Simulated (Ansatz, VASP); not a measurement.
One calculation of Mg, two programs

```
Mg
1.0
     0.00000    2.23675    2.23675
     2.23675    0.00000    2.23675
     2.23675    2.23675    0.00000
Mg
1
Direct
  0.00000 0.00000 0.00000
```

Change from the starting cell: volume scaled by 0.99, crystal datasets.

Alike in both runs: task electric field gradients; functional LDA; k mesh 16 × 16 × 16; occupations fermi-dirac, width 0.03 eV; no spin polarisation.

```csv
,VASP,Ansatz
version,VASP 6.6.1,Ansatz 0.2.0
potentials or method,"VASP PAW LDA potentials, release 64 (Mg), cutoff 520 eV","all-electron PAW with datasets made for the crystal, scalar-relativistic"
```

```tsv
	VASP	Ansatz	Ansatz less VASP
pressure (GPa)	-1.3	-1.0	+0.34
```

LDA's correlation is that of Perdew and Zunger in VASP and of Perdew and Wang (1992) in Ansatz. Ansatz ran all-electron here, and VASP with PAW potentials.
